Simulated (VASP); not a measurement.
Here is a VASP 6.6.1 calculation.

The input INCAR:

```
SYSTEM = Al2Cu
  PREC = Accurate
  ENCUT = 520
  EDIFF = 1E-6
  ISMEAR = 0
  SIGMA = 0.1
  LREAL = .False.
  LASPH = .True.
  NELM = 80
  ALGO = Fast
  ISIF = 2
  LWAVE = .False.
  LCHARG = .True.
  GGA = PS
  LELF = .True.
  LVHAR = .True.
  NBANDS = 26
```

File KPOINTS:

```
Automatic mesh
0
Gamma
  10 10 10
  0 0 0
```

POSCAR

```
Al2Cu
1.0
   -2.9965506917      2.9965506917      2.4139243090
    2.9965506917     -2.9965506917      2.4139243090
    2.9965506917      2.9965506917     -2.4139243090
Al Cu
4 2
Direct
    0.1593199576      0.6593199576      0.8186399152
    0.6593199576      0.8406800424      0.5000000000
    0.8406800424      0.3406800424      0.1813600848
    0.3406800424      0.1593199576      0.5000000000
    0.7500000000      0.7500000000      0.0000000000
    0.2500000000      0.2500000000      0.0000000000
```

Potentials or basis: VASP PAW PBE potentials, release 64 (Al, Cu).

Command:

```console
$ cat potpaw_PBE.64/Al/POTCAR potpaw_PBE.64/Cu/POTCAR > POTCAR
$ mpirun -np 1 vasp_std > vasp.out
```

Question: Predict the band gap on the k mesh.

Answer: Zero (bands 17 and 18 overlap by 4.42 eV).

Question: What does it give for the pressure?

Answer: 0.3 GPa.

Caveat: the PAW data sets were made with another functional, which shifts forces and pressure a little.
